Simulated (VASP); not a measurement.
Set up this calculation in VASP 6.6.1, as the native input.

```yaml
Task: relaxation of cell and atoms
Functional: PBE
Potentials_or_basis: VASP PAW PBE potentials, release 64 (Si, Te)
Cutoff: 600 eV
k_mesh: 4 × 4 × 4
Occupations: gaussian, width 0.1 eV
Spin: no spin polarisation
Dipole_correction: no
Further_INCAR_settings: ALGO = Normal; EDIFF = 1e-06; IBRION = 2; EDIFFG = -0.04; NSW = 90; ISIF = 3
```

The structure of Si3Te lies in POSCAR:

```
Si3Te
1.0
    4.3936855200      0.0000000000      0.0000000000
    0.0000000000      4.3936855200      0.0000000000
    0.0000000000      0.0000000000      4.3936855200
Si Te
3 1
Direct
    0.0000000000      0.5000000000      0.5000000000
    0.5000000000      0.0000000000      0.5000000000
    0.5000000000      0.5000000000      0.0000000000
    0.0000000000      0.0000000000      0.0000000000
```

The cell was built from a structure type or drawn by symmetry, and may not be a known phase.

These files were run (other wordings do the same):

INCAR

```
SYSTEM = Si3Te
ALGO     = Normal         ! electronic algorithm
EDIFF    = 1E-6           ! SCF threshold, eV
EDIFFG   = -0.04          ! ionic threshold
ENCUT    = 600            ! plane-wave cutoff, eV
GGA      = PE             ! functional
IBRION   = 2              ! ionic algorithm
ISIF     = 3              ! what is computed and relaxed
ISMEAR   = 0              ! smearing method
LASPH    = .True.         ! aspherical terms in the spheres
LCHARG   = .False.        ! write CHGCAR
LREAL    = .False.        ! projectors in reciprocal space
LWAVE    = .False.        ! write WAVECAR
NELM     = 80             ! most SCF steps
NSW      = 90             ! ionic steps
PREC     = Accurate       ! precision mode
SIGMA    = 0.1            ! smearing width, eV
```

KPOINTS

```
k-points
0
Gamma
  4 4 4
  0 0 0
```

Potentials or basis: VASP PAW PBE potentials, release 64 (Si, Te).

The run is started by

```bash
$ cat potpaw_PBE.64/Si/POTCAR potpaw_PBE.64/Te/POTCAR > POTCAR
$ mpirun -np 1 vasp_std > vasp.out
```

It gave:

```json
{"Relaxed volume": "18.99 Å³/atom", "Relaxed cell": "a = 4.235 Å, b = 4.235 Å, c = 4.235 Å, α = 90.00°, β = 90.00°, γ = 90.00°", "Space group after relaxing (to 0.1 Å)": "Pm-3m (No. 221)", "Energy gained by relaxing": "41.0 meV/atom", "Ionic steps": "3", "Pressure after relaxing": "0.0 GPa", "Band gap on the k mesh": "zero (bands 9 and 10 overlap by 6.30 eV)"}
```

Caveat: spin-orbit coupling is left out, which moves the levels of the heavy elements.

Run time: 25 s on 1 thread of Intel(R) Xeon(R) Platinum 8488C (Sapphire Rapids), on a shared host, peak memory 0.21 GiB.
